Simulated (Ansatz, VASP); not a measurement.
## One calculation of Fe, two programs

```
Fe
1.0
     2.36113    0.00000    0.00000
    -1.18057    2.04480    0.00000
     0.00000    0.00000    3.84193
Fe
2
Direct
  0.33333 0.66667 0.25000
  0.66667 0.33333 0.75000
```

Change from the starting cell: equal xx and yy strain of -3 %.

Alike in both runs: task single point; functional PBE; k mesh 17 × 17 × 10; occupations fermi-dirac, width 0.08 eV; no spin polarisation.

|  | VASP | Ansatz |
| --- | --- | --- |
| version | VASP 6.6.1 | Ansatz 0.2.0 |
| potentials or method | VASP PAW PBE potentials, release 64 (Fe), cutoff 600 eV | all-electron LAPW, scalar-relativistic |

```csv
,VASP,Ansatz,Ansatz less VASP
pressure (GPa),33.4,34.4,+0.95
"traceless stress, the component that is largest in VASP (GPa)",-10.44,-10.63,-0.188
```

Both programs put the cell under a high pressure, so it lies far from rest at this level. Ansatz ran all-electron here, and VASP with PAW potentials.
